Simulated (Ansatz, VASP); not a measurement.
## Two plane-wave programs on CaCuC4N4

```
CELL_PARAMETERS angstrom
6.46757 0.00000 0.00000
0.00000 6.46757 0.00000
0.00000 0.00000 6.46757
ATOMIC_POSITIONS crystal
Ca 0.00000 0.00000 0.00000
Cu 0.50000 0.50000 0.50000
C 0.22301 0.22301 0.22301
C 0.22301 0.77699 0.77699
C 0.77699 0.22301 0.77699
C 0.77699 0.77699 0.22301
N 0.32739 0.32739 0.32739
N 0.32739 0.67261 0.67261
N 0.67261 0.32739 0.67261
N 0.67261 0.67261 0.32739
```

Alike in both runs: functional PBE; k mesh 4 × 4 × 4; occupations gaussian, width 0.1 eV; collinear spin.

Ansatz relaxed the structure, and its values are those at the end. VASP's run is a single point on that final structure, the one shown.

```csv
,VASP,Ansatz
version,VASP 6.6.1,Ansatz 0.2.0
potentials or method,"VASP PAW PBE potentials, release 64 (Ca_sv, Cu, C, N), cutoff 520 eV","scalar-relativistic, plane waves, PAW"
valence electrons in the cell,57,65
```

VASP gave:

```
pressure (GPa)                                                : 0.4
rms of the force components (eV/Å)                            : 0.164
net moment per atom (μB)                                      : 0.10
size of the moment on the site where the two differ most (μB) : 0.04
```

Question: Which values does Ansatz return?

Answer: Pressure (GPa): 0.1; rms of the force components (eV/Å): 0.027; net moment per atom (μB): 0.10; size of the moment on the site where the two differ most (μB): 0.02.

Site moments also hang on the region over which each program counts them. VASP's potentials hold 57 valence electrons a cell and Ansatz's 65, so a difference there can come from the potentials and not from the codes.

Noted on VASP's run: the standard files for N, O and F lose accuracy on very short bonds.
